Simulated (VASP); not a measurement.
# CaTi2N2 (I4/mmm) in VASP: single point with PBE

Aim: the single point of CaTi2N2 with PBE.

All numbers are computed with VASP 6.6.1; they aren't measurements. Logs are shortened: lines on timing, memory, paths and dates and some standing lists are left out, and cuts for length are marked.

**1. The cell of the first run**

Symmetry: I4/mmm, No. 139, tetragonal system. Conventional cell: a = 3.025 Å, b = 3.025 Å, c = 14.367 Å, α = 90.00°, β = 90.00°, γ = 90.00°. Within 3.4 Å of Ca (site symmetry 4/mmm) lie 2 N at 2.49 Å and 4 Ca at 3.03 Å and 8 Ti at 3.38 Å. Ti (site symmetry 4mm) has 5 N at 2.07 to 2.14 Å within 2.7 Å. N (site symmetry 4mm) has 5 Ti at 2.07 to 2.14 Å and 1 Ca at 2.49 Å within 2.7 Å.

**2. Single point, PBE, collinear spin**

Input file INCAR:

```
ALGO = Normal ; EDIFF = 1E-6
ENCUT = 520 ; GGA = PE
ISIF = 2 ; ISMEAR = 0
ISPIN = 2 ; LASPH = T
LCHARG = F ; LMAXMIX = 4
LORBIT = 11 ; LREAL = F
LWAVE = F ; MAGMOM = 0 1 1 0 0
NBANDS = 34 ; NELM = 150
PREC = Accurate ; SIGMA = 0.15
```

Input file KPOINTS:

```
k-points
0
Gamma
  5 5 5
```

Input file POSCAR:

```
CaTi2N2
1.0
   -1.5126057360      1.5126057360      7.1834513399
    1.5126057360     -1.5126057360      7.1834513399
    1.5126057360      1.5126057360     -7.1834513399
Ca Ti N
1 2 2
Direct
    0.0000000000      0.0000000000      0.0000000000
    0.3176627838      0.3176627838      0.0000000000
    0.6823372162      0.6823372162      0.0000000000
    0.8264597378      0.8264597378      0.0000000000
    0.1735402622      0.1735402622      0.0000000000
```

Potentials or basis: VASP PAW PBE potentials, release 64 (Ca_sv, Ti_sv, N).

Launch:

```
$ cat potpaw_PBE.64/Ca_sv/POTCAR potpaw_PBE.64/Ti_sv/POTCAR potpaw_PBE.64/N/POTCAR > POTCAR
$ mpirun -np 1 vasp_std > vasp.out
```

OUTCAR:

```text
EDIFF = 1E-6
   ENCUT = 520
   GGA = PE
   ISIF = 2
   ISMEAR = 0
   ISPIN = 2
   LASPH = T
   LORBIT = 11
   LREAL = F
   NELM = 150
   PREC = Accurate

 ion  position               nearest neighbor table
   1  0.000  0.000  0.000-
   2  0.318  0.318  0.000-   5 2.07   4 2.14   4 2.14   4 2.14   4 2.14   3 2.89   3 2.89   3 2.89
                             3 2.89
   3  0.682  0.682  0.000-   4 2.07   5 2.14   5 2.14   5 2.14   5 2.14   2 2.89   2 2.89   2 2.89
                             2 2.89
   4  0.826  0.826  0.000-   3 2.07   2 2.14   2 2.14   2 2.14   2 2.14
   5  0.174  0.174  0.000-   2 2.07   3 2.14   3 2.14   3 2.14   3 2.14

  LATTYP: Found a body centered tetragonal cell.
 ALAT       =     3.0252114720
 C/A-ratio  =     4.7490573181

  Lattice vectors:

 A1 = (  -1.5126057360,   1.5126057360,   7.1834513399)
 A2 = (   1.5126057360,  -1.5126057360,   7.1834513399)
 A3 = (   1.5126057360,   1.5126057360,  -7.1834513399)

Analysis of symmetry for initial positions (statically):
=====================================================================
 Subroutine PRICEL returns:
 Original cell was already a primitive cell.

 Routine SETGRP: Setting up the symmetry group for a
 body centered tetragonal supercell.

 Subroutine GETGRP returns: Found 16 space group operations
 (whereof 16 operations were pure point group operations)
 out of a pool of 16 trial point group operations.

The static configuration has the point symmetry D_4h.

Analysis of symmetry for dynamics (positions and initial velocities):
=====================================================================
 Subroutine PRICEL returns:
 Original cell was already a primitive cell.

 Routine SETGRP: Setting up the symmetry group for a
 body centered tetragonal supercell.

 Subroutine GETGRP returns: Found 16 space group operations
 (whereof 16 operations were pure point group operations)
 out of a pool of 16 trial point group operations.

The dynamic configuration has the point symmetry D_4h.

Analysis of structural, dynamic, and magnetic symmetry:
=====================================================================
 Subroutine PRICEL returns:
 Original cell was already a primitive cell.

 Routine SETGRP: Setting up the symmetry group for a
 body centered tetragonal supercell.

 Subroutine GETGRP returns: Found 16 space group operations
 (whereof 16 operations were pure point group operations)
 out of a pool of 16 trial point group operations.

The overall configuration has the point symmetry D_4h.

 Subroutine INISYM returns: Found 16 space group operations
 (whereof 16 operations are pure point group operations),
 and found     1 'primitive' translations

----------------------------------------------------------------------------------------

                                     Primitive cell

  volume of cell :      65.7423

  direct lattice vectors                    reciprocal lattice vectors
    -1.512605736  1.512605736  7.183451340     0.000000000  0.330555404  0.069604425
     1.512605736 -1.512605736  7.183451340     0.330555404  0.000000000  0.069604425
     1.512605736  1.512605736 -7.183451340     0.330555404  0.330555404  0.000000000

  length of vectors
     7.495193485  7.495193485  7.495193485     0.337804161  0.337804161  0.467475935

  position of ions in fractional coordinates (direct lattice)
     0.000000000  0.000000000  0.000000000
     0.317662784  0.317662784  0.000000000
     0.682337216  0.682337216  0.000000000
     0.826459738  0.826459738  0.000000000
     0.173540262  0.173540262  0.000000000

  ion indices of the primitive-cell ions
   primitive index   ion index
                 1           1
                 2           2
                 3           3
                 4           4
                 5           5

----------------------------------------------------------------------------------------

 KPOINTS: k-points

Automatic generation of k-mesh.
 Grid dimensions read from file:
 generate k-points for:    5    5    5

 Generating k-lattice:

  Cartesian coordinates                     Fractional coordinates (reciprocal lattice)
     0.000000000  0.066111081  0.013920885     0.200000000  0.000000000  0.000000000
     0.066111081  0.000000000  0.013920885     0.000000000  0.200000000  0.000000000
     0.066111081  0.066111081  0.000000000     0.000000000  0.000000000  0.200000000

  Length of vectors
     0.067560832  0.067560832  0.093495187

  Shift w.r.t. Gamma in fractional coordinates (k-lattice)
     0.000000000  0.000000000  0.000000000

 Subroutine IBZKPT returns following result:
 ===========================================

 Found     18 irreducible k-points:

 Following reciprocal coordinates:
            Coordinates               Weight
  0.000000  0.000000  0.000000      1.000000
  0.200000  0.000000 -0.000000      8.000000
  0.400000 -0.000000  0.000000      8.000000
  0.200000  0.200000 -0.000000      8.000000
  0.400000  0.200000  0.000000     16.000000
 -0.400000  0.200000  0.000000     16.000000
[... 10 lines left out ...]
 -0.400000  0.400000  0.400000      4.000000
 -0.400000 -0.400000  0.400000      2.000000
   k-points           NKPTS =     18   k-points in BZ     NKDIM =     18   number of bands    NBANDS=     34
   number of dos      NEDOS =    301   number of ions     NIONS =      5
   total plane-waves  NPLWV = 175616
   dimension x,y,z NGX =    56 NGY =   56 NGZ =   56
   dimension x,y,z NGXF=   112 NGYF=  112 NGZF=  112
   ions per type =               1   2   2
   NGX,Y,Z   is equivalent  to a cutoff of  12.42, 12.42, 12.42 a.u.
   NGXF,Y,Z  is equivalent  to a cutoff of  24.84, 24.84, 24.84 a.u.
 SYSTEM =  unknown system
   PREC   = accura    normal or accurate (medium, high low for compatibility)
   ISTART =      0    job   : 0-new  1-cont  2-samecut
   ICHARG =      2    charge: 1-file 2-atom 10-const
   ISPIN  =      2    spin polarized calculation?
   LNONCOLLINEAR =      F non collinear calculations
   LSORBIT =      F    spin-orbit coupling
   LASPH  =      T    aspherical Exc in radial PAW
   ENCUT  =  520.0 eV  38.22 Ry    6.18 a.u.  13.94 13.94 13.94*2*pi/ulx,y,z
   NELM   =    150;   NELMIN=  2; NELMDL= -5     # of ELM steps
   EDIFF  = 0.1E-05   stopping-criterion for ELM
   LREAL  =      F    real-space projection
   EDIFFG = 0.1E-04   stopping-criterion for IOM
   NSW    =      0    number of steps for IOM
   IBRION =     -1    ionic relax: 0-MD 1-quasi-New 2-CG
   NFREE  =      0    steps in history (QN), initial steepest desc. (CG)
   ISIF   =      2    stress and relaxation
   ISYM   =      2    0-nonsym 1-usesym 2-fastsym
   POTIM  = 0.5000    time-step for ionic-motion
   TEBEG  =    0.0;   TEEND  =   0.0 temperature during run
   PSTRESS=    0.0 pullay stress
   NELECT =      44.0000    total number of electrons
   NUPDOWN=      -1.0000    fix difference up-down
   EMIN   =  10.00;   EMAX   =-10.00  energy-range for DOS
   EFERMI =   0.00;   METHOD = LEGACY
   ISMEAR =     0;   SIGMA  =   0.15  broadening in eV -4-tet -1-fermi 0-gaus
   EFERMI_NEDOS =   21; number of points for ismear=-14 and -15
   IALGO  =     38    algorithm
   IMIX   =      4    mixing-type and parameters
     AMIX     =   0.40;   BMIX     =  1.00
     AMIX_MAG =   1.60;   BMIX_MAG =  1.00
  volume/ion in A,a.u.               =      13.15        88.73
  Fermi-wavevector in a.u.,A,eV,Ry     =   1.432004  2.706095 27.900583  2.050635
  Thomas-Fermi vector in A             =   2.551679
   LORBIT       =     11    0 simple, 1 ext, 2 COOP (PROOUT), +10 PAW based schemes
   GGA     = PE    functional components
   LHFCALC =     F    Hartree Fock is set to
   AEXX    =    0.0000 exact exchange contribution
   IVDW    =     0    specifies the selected vdW correction
   LEPSILON=     F    determine dielectric tensor
   LRPA    =     F    only Hartree local field effects (RPA)
 spin polarized calculation
 Gauss-broadening in eV      SIGMA  =   0.15
  energy-cutoff  :      520.00
  volume of cell :       65.74
 maximum number of plane-waves:      1790
   NGX = 27   NGY = 27   NGZ = 27

 number of electron      44.0000005 magnetization      -0.0305616

 number of electron      44.0000005 magnetization       0.0023221

 Free energy of the ion-electron system (eV)
  ---------------------------------------------------
  ext. energy  EPLUGINS =         0.00000000
  ---------------------------------------------------
  free energy    TOTEN  =       -40.40836328 eV

  energy without entropy =      -40.37114330  energy(sigma->0) =      -40.38975329

 E-fermi :   7.6548     XC(G=0): -11.4584

 val. band max:        7.6487390708   @ k =  -0.2000   0.2000   0.2000
 cond. band min:       7.6830488392   @ k =   0.4000  -0.0000   0.0000
 fundamental gap:      0.0343097684
 Fermi energy:         7.6547644912

 spin component 1

 k-point     1 :       0.0000    0.0000    0.0000
  band No.  band energies     occupation
      1     -49.5881      1.00000
      2     -49.4911      1.00000
      3     -32.7306      1.00000
      4     -25.9276      1.00000
      5     -25.8036      1.00000
      6     -25.8036      1.00000
[... 655 lines left out ...]
     33      12.0300      0.00000
     34      13.4997      0.00000
 Fermi energy:         7.6547644912

 spin component 2

 k-point     1 :       0.0000    0.0000    0.0000
  band No.  band energies     occupation
      1     -49.5877      1.00000
      2     -49.4907      1.00000
      3     -32.7302      1.00000
      4     -25.9270      1.00000
      5     -25.8033      1.00000
      6     -25.8033      1.00000
[... 655 lines left out ...]
     33      12.0306      0.00000
     34      13.5148      0.00000

------------------------ aborting loop because EDIFF is reached ----------------------------------------

  FORCE on cell =-STRESS in cart. coord.  units (eV):
  Direction    XX          YY          ZZ          XY          YZ          ZX
  --------------------------------------------------------------------------------------
  -------------------------------------------------------------------------------------
  Total        0.0948647      0.0948647      0.0934324      0.0000000      0.0000000      0.0000000
  in kB        2.3119080      2.3119080      2.2770015      0.0000000      0.0000000      0.0000000
  external PRESSURE =       2.3002725 kB  Pullay stress =       0.0000000 kB

 VOLUME and BASIS-vectors are now :
 -----------------------------------------------------------------------------
  energy-cutoff  :      520.00
  volume of cell :       65.74
      direct lattice vectors                 reciprocal lattice vectors
    -1.512605736  1.512605736  7.183451340     0.000000000  0.330555404  0.069604425
     1.512605736 -1.512605736  7.183451340     0.330555404  0.000000000  0.069604425
     1.512605736  1.512605736 -7.183451340     0.330555404  0.330555404  0.000000000

 POSITION                                       TOTAL-FORCE (eV/Angst)
 -----------------------------------------------------------------------------------
      0.00000      0.00000      0.00000         0.000000      0.000000     -0.000000
      0.00000      0.00000      4.56383        -0.000000     -0.000000     -0.012228
      0.00000      0.00000      9.80307        -0.000000     -0.000000      0.012228
      0.00000      0.00000     11.87367        -0.000000     -0.000000     -0.011201
      0.00000      0.00000      2.49324         0.000000      0.000000      0.011201
 -----------------------------------------------------------------------------------
    total drift:                                0.000000      0.000000     -0.000000

  FREE ENERGIE OF THE ION-ELECTRON SYSTEM (eV)
  ---------------------------------------------------
  free  energy   TOTEN  =       -40.4083632830 eV

  energy  without entropy=      -40.3711432983  energy(sigma->0) =      -40.38975329

 total charge

# of ion       s       p       d       tot
------------------------------------------
    1        2.074   5.857   0.361   8.292
    2        2.186   6.199   1.954  10.339
    3        2.186   6.199   1.954  10.339
    4        1.252   2.450   0.000   3.702
    5        1.252   2.450   0.000   3.702
--------------------------------------------------
tot          8.949  23.155   4.269  36.373

 magnetization (x)

# of ion       s       p       d       tot
------------------------------------------
    1        0.000   0.000   0.000   0.000
    2        0.000   0.000   0.000   0.000
    3        0.000   0.000   0.000   0.000
    4       -0.000  -0.000   0.000  -0.000
    5       -0.000  -0.000   0.000  -0.000
--------------------------------------------------
tot          0.000  -0.000   0.001   0.001
```

Wall time 6.5 min (1 thread of Intel Xeon Platinum 8488C (Sapphire Rapids), shared host); peak memory 0.55 GiB.

What came out:

| Quantity | Value |
| --- | --- |
| Free energy | -40.4084 eV |
| Pressure | 0.2 GPa |
| Largest force | 0.012 eV/Å |
| Band gap on the k mesh | zero (filled and empty bands overlap) |
| Net moment | 0.00 μB per cell |
| Valence electrons inside the program's atomic spheres | Ca 8.29; Ti 10.34; N 3.70 |

Forces on the atoms (eV/Å):
```
Ca   0.000  0.000  0.000
Ti   0.000  0.000 -0.012
Ti   0.000  0.000  0.012
N    0.000  0.000 -0.011
N    0.000  0.000  0.011
```

Caveat: the k points lie up to 0.42 Å⁻¹ apart, too coarse for converged energies and pressures of a metal.

The gap in the log of VASP goes by the Fermi energy; the results here count the filled bands.